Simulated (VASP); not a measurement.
Set up this calculation in VASP 6.6.1, as the native input.

* Task: single point
* Functional: PBE
* Potentials or basis: VASP PAW PBE potentials, release 64 (Ca_sv, O)
* Cutoff: 520 eV
* k mesh: 14 × 14 × 14
* Occupations: gaussian, width 0.1 eV
* Spin: collinear spin, ferromagnetic start
* Starting moments: [0.0, 1.46, 1.46, 1.46] μB
* Dipole correction: no
* Further INCAR settings: ALGO = Normal; EDIFF = 1e-06; NBANDS = 26

The structure of CaO3 lies in POSCAR:

```
CaO3
1.0
    3.5982067413      0.0000000000      0.0000000000
    0.0000000000      3.5982067413      0.0000000000
    0.0000000000      0.0000000000      3.5982067413
Ca O
1 3
Direct
    0.0000000000      0.0000000000      0.0000000000
    0.0000000000      0.5000000000      0.5000000000
    0.5000000000      0.0000000000      0.5000000000
    0.5000000000      0.5000000000      0.0000000000
```

These files were run (other wordings do the same):

INCAR

```
SYSTEM = CaO3
PREC = Accurate
ENCUT = 520
EDIFF = 1E-6
ISMEAR = 0
SIGMA = 0.1
LREAL = .FALSE.
LASPH = .TRUE.
NELM = 150
ALGO = Normal
ISIF = 2
LWAVE = .FALSE.
LCHARG = .TRUE.
ISPIN = 2
MAGMOM = 0 1.46 1.46 1.46
LORBIT = 11
GGA = PE
LELF = .TRUE.
LVHAR = .TRUE.
NBANDS = 26
```

KPOINTS

```
regular mesh
0
G
  14 14 14
  0 0 0
```

Potentials or basis: VASP PAW PBE potentials, release 64 (Ca_sv, O).

The run is started by

```bash
$ cat potpaw_PBE.64/Ca_sv/POTCAR potpaw_PBE.64/O/POTCAR > POTCAR
$ mpirun -np 1 vasp_std > vasp.out
```

It gave:

```
Pressure                                              : 0.2 GPa
Band gap on the k mesh                                : zero (filled and empty bands overlap)
Net moment                                            : 4.00 μB per cell
Site moments                                          : Ca -0.03; O +1.15 μB
Valence electrons inside the program's atomic spheres : Ca 8.12; O 4.74
```

It took 2.3 min on 1 thread of Oxide Virtual Turin-like Processor, with other jobs on the host, peak memory 0.29 GiB.
